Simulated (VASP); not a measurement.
# BeAs2C (P-4m2) in VASP: notebook, part 2 of 3

VASP 6.6.1. Earlier steps stand in the parts before.

## Step 3: Single point, r2SCAN

The input, POSCAR:

```
BeAs2C
1.0
    3.4247097982      0.0000000000      0.0000000000
    0.0000000000      3.4247097982      0.0000000000
    0.0000000000      0.0000000000      4.8968630612
Be As C
1 2 1
Direct
    0.0000000000      0.0000000000      0.0000000000
    0.0000000000      0.5000000000      0.2605674643
    0.5000000000      0.0000000000      0.7394325357
    0.5000000000      0.5000000000      0.5000000000
```

The input, INCAR.step1:

```
PREC = Accurate
ENCUT = 520
ISMEAR = -1
SIGMA = 0.5
LREAL = F
LASPH = T
NELM = 60
NBANDS = 16
GGA = PE
ALGO = Normal
EDIFF = 1E-4
LWAVE = T
LCHARG = F
```

The input, INCAR.step2:

```
PREC = Accurate
ENCUT = 520
EDIFF = 1E-6
ISMEAR = -1
SIGMA = 0.5
LREAL = F
LASPH = T
NELM = 60
ALGO = Normal
ISIF = 2
LWAVE = F
LCHARG = F
METAGGA = R2SCAN
LMIXTAU = T
NBANDS = 16
ISTART = 1
```

The input, KPOINTS:

```
regular mesh
0
Gamma
  6 6 4
```

Potentials or basis: VASP PAW PBE potentials, release 64 (Be, As, C).

On the command line:

```console
$ cat potpaw_PBE.64/Be/POTCAR potpaw_PBE.64/As/POTCAR potpaw_PBE.64/C/POTCAR > POTCAR
$ cp INCAR.step1 INCAR
$ mpirun -np 1 vasp_std > vasp.out
$ cp INCAR.step2 INCAR
$ mpirun -np 1 vasp_std > vasp.out
```

OUTCAR:

```text
PREC = Accurate
   ENCUT = 520
   EDIFF = 1E-6
   ISMEAR = -1
   LREAL = F
   LASPH = T
   NELM = 60
   ISIF = 2
   METAGGA = R2SCAN
   ISTART = 1

 ion  position               nearest neighbor table
   1  0.000  0.000  0.000-   2 2.14   3 2.14   2 2.14   3 2.14
   2  0.000  0.500  0.261-   4 2.08   4 2.08   1 2.14   1 2.14
   3  0.500  0.000  0.739-   4 2.08   4 2.08   1 2.14   1 2.14
   4  0.500  0.500  0.500-   2 2.08   3 2.08   3 2.08   2 2.08

  LATTYP: Found a simple tetragonal cell.
 ALAT       =     3.4247097982
 C/A-ratio  =     1.4298621926

  Lattice vectors:

 A1 = (   3.4247097982,   0.0000000000,   0.0000000000)
 A2 = (   0.0000000000,   3.4247097982,   0.0000000000)
 A3 = (   0.0000000000,   0.0000000000,   4.8968630612)

Analysis of symmetry for initial positions (statically):
=====================================================================
 Subroutine PRICEL returns:
 Original cell was already a primitive cell.

 Routine SETGRP: Setting up the symmetry group for a
 simple tetragonal supercell.

 Subroutine GETGRP returns: Found  8 space group operations
 (whereof  8 operations were pure point group operations)
 out of a pool of 16 trial point group operations.

The static configuration has the point symmetry D_2d.

Analysis of symmetry for dynamics (positions and initial velocities):
=====================================================================
 Subroutine PRICEL returns:
 Original cell was already a primitive cell.

 Routine SETGRP: Setting up the symmetry group for a
 simple tetragonal supercell.

 Subroutine GETGRP returns: Found  8 space group operations
 (whereof  8 operations were pure point group operations)
 out of a pool of 16 trial point group operations.

The dynamic configuration has the point symmetry D_2d.

 Subroutine INISYM returns: Found  8 space group operations
 (whereof  8 operations are pure point group operations),
 and found     1 'primitive' translations

----------------------------------------------------------------------------------------

                                     Primitive cell

  volume of cell :      57.4335

  direct lattice vectors                    reciprocal lattice vectors
     3.424709798  0.000000000  0.000000000     0.291995544  0.000000000  0.000000000
     0.000000000  3.424709798  0.000000000     0.000000000  0.291995544  0.000000000
     0.000000000  0.000000000  4.896863061     0.000000000  0.000000000  0.204212368

  length of vectors
     3.424709798  3.424709798  4.896863061     0.291995544  0.291995544  0.204212368

  position of ions in fractional coordinates (direct lattice)
     0.000000000  0.000000000  0.000000000
     0.000000000  0.500000000  0.260567464
     0.500000000  0.000000000  0.739432536
     0.500000000  0.500000000  0.500000000

  ion indices of the primitive-cell ions
   primitive index   ion index
                 1           1
                 2           2
                 3           3
                 4           4

----------------------------------------------------------------------------------------

 KPOINTS: regular mesh

Automatic generation of k-mesh.
 Grid dimensions read from file:
 generate k-points for:    6    6    4

 Generating k-lattice:

  Cartesian coordinates                     Fractional coordinates (reciprocal lattice)
     0.048665924  0.000000000  0.000000000     0.166666667  0.000000000  0.000000000
     0.000000000  0.048665924  0.000000000     0.000000000  0.166666667  0.000000000
     0.000000000  0.000000000  0.051053092     0.000000000  0.000000000  0.250000000

  Length of vectors
     0.048665924  0.048665924  0.051053092

  Shift w.r.t. Gamma in fractional coordinates (k-lattice)
     0.000000000  0.000000000  0.000000000

 Subroutine IBZKPT returns following result:
 ===========================================

 Found     30 irreducible k-points:

 Following reciprocal coordinates:
            Coordinates               Weight
  0.000000  0.000000  0.000000      1.000000
  0.166667  0.000000  0.000000      4.000000
  0.333333  0.000000  0.000000      4.000000
  0.500000  0.000000  0.000000      2.000000
  0.166667  0.166667  0.000000      4.000000
  0.333333  0.166667  0.000000      8.000000
[... 16 lines left out ...]
  0.333333  0.000000  0.500000      4.000000
  0.500000  0.000000  0.500000      2.000000
 [... further k-points ...]
   k-points           NKPTS =     30   k-points in BZ     NKDIM =     30   number of bands    NBANDS=     16
   number of dos      NEDOS =    301   number of ions     NIONS =      4
   total plane-waves  NPLWV =  28224
   dimension x,y,z NGX =    28 NGY =   28 NGZ =   36
   dimension x,y,z NGXF=    56 NGYF=   56 NGZF=   72
   ions per type =               1   2   1
   NGX,Y,Z   is equivalent  to a cutoff of  13.59, 13.59, 12.22 a.u.
   NGXF,Y,Z  is equivalent  to a cutoff of  27.18, 27.18, 24.44 a.u.
 SYSTEM =  unknown system
   PREC   = accura    normal or accurate (medium, high low for compatibility)
   ISTART =      1    job   : 0-new  1-cont  2-samecut
   ICHARG =      0    charge: 1-file 2-atom 10-const
   ISPIN  =      1    spin polarized calculation?
   LNONCOLLINEAR =      F non collinear calculations
   LSORBIT =      F    spin-orbit coupling
   LASPH  =      T    aspherical Exc in radial PAW
   ENCUT  =  520.0 eV  38.22 Ry    6.18 a.u.   6.37  6.37  9.10*2*pi/ulx,y,z
   NELM   =     60;   NELMIN=  2; NELMDL=  0     # of ELM steps
   EDIFF  = 0.1E-05   stopping-criterion for ELM
   LREAL  =      F    real-space projection
   EDIFFG = 0.1E-04   stopping-criterion for IOM
   NSW    =      0    number of steps for IOM
   IBRION =     -1    ionic relax: 0-MD 1-quasi-New 2-CG
   NFREE  =      0    steps in history (QN), initial steepest desc. (CG)
   ISIF   =      2    stress and relaxation
   ISYM   =      2    0-nonsym 1-usesym 2-fastsym
   POTIM  = 0.5000    time-step for ionic-motion
   TEBEG  =    0.0;   TEEND  =   0.0 temperature during run
   PSTRESS=    0.0 pullay stress
   NELECT =      16.0000    total number of electrons
   NUPDOWN=      -1.0000    fix difference up-down
   EMIN   =  10.00;   EMAX   =-10.00  energy-range for DOS
   EFERMI =   0.00;   METHOD = LEGACY
   ISMEAR =    -1;   SIGMA  =   0.50  broadening in eV -4-tet -1-fermi 0-gaus
   EFERMI_NEDOS =   21; number of points for ismear=-14 and -15
   IALGO  =     38    algorithm
   IMIX   =      4    mixing-type and parameters
     AMIX     =   0.40;   BMIX     =  1.00
     AMIX_MAG =   1.60;   BMIX_MAG =  1.00
  volume/ion in A,a.u.               =      14.36        96.90
  Fermi-wavevector in a.u.,A,eV,Ry     =   1.069202  2.020498 15.554076  1.143192
  Thomas-Fermi vector in A             =   2.204874
   LORBIT       =      0    0 simple, 1 ext, 2 COOP (PROOUT), +10 PAW based schemes
   METAGGA = R2SCAN    functional components
   LHFCALC =     F    Hartree Fock is set to
   AEXX    =    0.0000 exact exchange contribution
   IVDW    =     0    specifies the selected vdW correction
   LEPSILON=     F    determine dielectric tensor
   LRPA    =     F    only Hartree local field effects (RPA)
 non-spin polarized calculation
  energy-cutoff  :      520.00
  volume of cell :       57.43
 maximum number of plane-waves:      1570
 NGX is ok and might be reduce to    28
   NGX = 13   NGY = 13   NGZ = 19

 number of electron      16.0000000 magnetization

 Free energy of the ion-electron system (eV)
  ---------------------------------------------------
  ext. energy  EPLUGINS =         0.00000000
  ---------------------------------------------------
  free energy    TOTEN  =       -42.21711734 eV

  energy without entropy =      -41.60247277  energy(sigma->0) =      -41.90979505

 E-fermi :   5.8289     XC(G=0): -10.7886

 val. band max:        5.5558961480   @ k =   0.5000   0.0000   0.5000
 cond. band min:       5.8539517362   @ k =   0.0000   0.0000   0.2500
 fundamental gap:      0.2980555882
 Fermi energy:         5.8289197021

 k-point     1 :       0.0000    0.0000    0.0000
  band No.  band energies     occupation
      1     -10.8858      2.00000
      2      -5.9787      2.00000
      3      -3.4593      2.00000
      4       0.8988      1.99990
      5       0.8988      1.99990
      6       4.8755      1.74131
[... 433 lines left out ...]
      3      -4.4269      2.00000
      4      -1.8897      2.00000
      5       1.9616      1.99913
      6       3.0343      1.99255
[... 8 lines left out ...]
     15      14.6515      0.00000
     16      15.7171      0.00000

 [... further k-points ...]

------------------------ aborting loop because EDIFF is reached ----------------------------------------

  FORCE on cell =-STRESS in cart. coord.  units (eV):
  Direction    XX          YY          ZZ          XY          YZ          ZX
  --------------------------------------------------------------------------------------
  -------------------------------------------------------------------------------------
  Total        0.3321148      0.3321148      0.7899171      0.0000000      0.0000000      0.0000000
  in kB        9.2647427      9.2647427     22.0356875      0.0000000      0.0000000      0.0000000
  external PRESSURE =      13.5217243 kB  Pullay stress =       0.0000000 kB

 VOLUME and BASIS-vectors are now :
 -----------------------------------------------------------------------------
  energy-cutoff  :      520.00
  volume of cell :       57.43
      direct lattice vectors                 reciprocal lattice vectors
     3.424709798  0.000000000  0.000000000     0.291995544  0.000000000  0.000000000
     0.000000000  3.424709798  0.000000000     0.000000000  0.291995544  0.000000000
     0.000000000  0.000000000  4.896863061     0.000000000  0.000000000  0.204212368

 POSITION                                       TOTAL-FORCE (eV/Angst)
 -----------------------------------------------------------------------------------
      0.00000      0.00000      0.00000         0.000000      0.000000      0.000000
      0.00000      1.71235      1.27596         0.000000      0.000000      0.359456
      1.71235      0.00000      3.62090         0.000000      0.000000     -0.359456
      1.71235      1.71235      2.44843         0.000000     -0.000000      0.000000
 -----------------------------------------------------------------------------------
    total drift:                                0.000000      0.000000     -0.000000

  FREE ENERGIE OF THE ION-ELECTRON SYSTEM (eV)
  ---------------------------------------------------
  free  energy   TOTEN  =       -42.2171173352 eV

  energy  without entropy=      -41.6024727705  energy(sigma->0) =      -41.90979505
```

It took 42 s on 1 thread of Intel Xeon Platinum 8481C at 2.70GHz (Sapphire Rapids), shared host; peak memory 0.19 GiB.

What came out:

```
Free energy            : -42.2171 eV
Pressure               : 1.4 GPa
Largest force          : 0.359 eV/Å
Band gap on the k mesh : zero (bands 8 and 9 overlap by 0.49 eV)
```

Forces in eV/Å, atoms in the order of the input:
```
Be   0.000  0.000  0.000
As   0.000  0.000  0.359
As   0.000  0.000 -0.359
C    0.000  0.000  0.000
```

Stress tensor (GPa, compression positive):
```
0.93 0.00 0.00
0.00 0.93 0.00
0.00 0.00 2.20
```

Caveat: so wide a smearing shifts energies and pressures; the PAW data sets were made with another functional, which shifts forces and pressure a little.

## Step 4: Single point, r2SCAN

POSCAR is that of step 3.

The input, INCAR.step1:

```
ALGO = Normal ; EDIFF = 1E-4
ENCUT = 520 ; GGA = PE
ISMEAR = -1 ; LASPH = True
LCHARG = False ; LREAL = False
LWAVE = True ; NBANDS = 16
NELM = 80 ; PREC = Accurate
SIGMA = 0.05
```

The input, INCAR.step2:

```
ALGO = Normal ; EDIFF = 1E-7
ENCUT = 520 ; ISIF = 2
ISMEAR = -1 ; ISTART = 1
LASPH = True ; LCHARG = False
LMIXTAU = True ; LREAL = False
LWAVE = False ; METAGGA = R2SCAN
NBANDS = 16 ; NELM = 80
PREC = Accurate ; SIGMA = 0.05
```

The input, KPOINTS:

```
k-points
0
Gamma
  6 6 4
```

On the command line:

```console
$ cat potpaw_PBE.64/Be/POTCAR potpaw_PBE.64/As/POTCAR potpaw_PBE.64/C/POTCAR > POTCAR
$ cp INCAR.step1 INCAR
$ mpirun -np 1 vasp_std > vasp.out
$ cp INCAR.step2 INCAR
$ mpirun -np 1 vasp_std > vasp.out
```

It took 51 s on 1 thread of Intel Xeon Platinum 8481C at 2.70GHz (Sapphire Rapids), shared host; peak memory 0.19 GiB.

Results (log left out):

```yaml
Free_energy: -41.9599 eV
Pressure: 0.3 GPa
Largest_force: 0.028 eV/Å
Band_gap_on_the_k_mesh: zero (bands 8 and 9 overlap by 0.55 eV)
```

Forces in eV/Å, atoms in the order of the input:
```
Be   0.000  0.000  0.000
As   0.000  0.000  0.028
As   0.000  0.000 -0.028
C    0.000  0.000  0.000
```

Levels at points of the mesh, in eV from the Fermi level:
```csv
k point,band 5,band 6,band 7,band 8,band 9,band 10,band 11,band 12
"(0.00, 0.00, 0.00)",-5.04,-1.03,-0.65,0.20,0.20,1.26,3.14,3.14
"(0.50, 0.00, 0.00)",-5.47,-4.97,-4.07,-0.66,1.20,4.25,4.82,4.93
"(0.50, 0.50, 0.00)",-5.72,-4.51,-4.51,-3.09,0.07,1.58,1.58,3.61
"(0.00, 0.00, 0.50)",-4.66,-3.84,-1.40,-1.40,0.45,0.77,4.85,5.75
"(0.50, 0.00, 0.50)",-4.00,-2.87,-1.83,-0.48,-0.35,3.92,4.12,4.35
"(0.50, 0.50, 0.50)",-5.42,-5.42,-5.06,-5.01,3.63,4.62,5.13,5.13
```

Caveat: the PAW data sets were made with another functional, which shifts forces and pressure a little.

[end of part 2 of 3]
